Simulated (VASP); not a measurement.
Input of a VASP 6.6.1 run:

File INCAR:

```
SYSTEM = CsYIr
PREC = Accurate
ENCUT = 520
EDIFF = 1E-7
ISMEAR = 0
SIGMA = 0.1
LREAL = .FALSE.
LASPH = .TRUE.
NELM = 60
ALGO = Normal
ISIF = 2
LWAVE = .FALSE.
LCHARG = .TRUE.
GGA = PE
LELF = .TRUE.
LVHAR = .TRUE.
NBANDS = 22
```

The input KPOINTS:

```
regular mesh
0
G
  6 6 4
  0 0 0
```

Contents of POSCAR:

```
CsYIr
1.0
    4.7241512900      0.0000000000      0.0000000000
   -2.3620756500      4.0912350300      0.0000000000
    0.0000000000      0.0000000000      4.6444548900
Cs Y Ir
1 1 1
Direct
    0.0000000000      0.0000000000      0.0000000000
    0.3333333300      0.6666666700      0.5000000000
    0.6666666700      0.3333333300      0.5000000000
```

Potentials or basis: VASP PAW PBE potentials, release 64 (Cs_sv, Y_sv, Ir).

Launch:

```sh
$ cat potpaw_PBE.64/Cs_sv/POTCAR potpaw_PBE.64/Y_sv/POTCAR potpaw_PBE.64/Ir/POTCAR > POTCAR
$ mpirun -np 1 vasp_std > vasp.out
```

Q: Predict the band gap on the k mesh.

A: Zero (an odd number of electrons rules out a gap without spin polarisation).

Q: Predict the pressure.

A: 3.8 GPa.

Stress tensor (GPa, compression positive):
```
2.12 0.00 0.00
0.00 2.12 0.00
0.00 0.00 7.02
```

Caveat: the cell stands under pressure; spin-orbit coupling is left out, which moves the levels of the heavy elements.
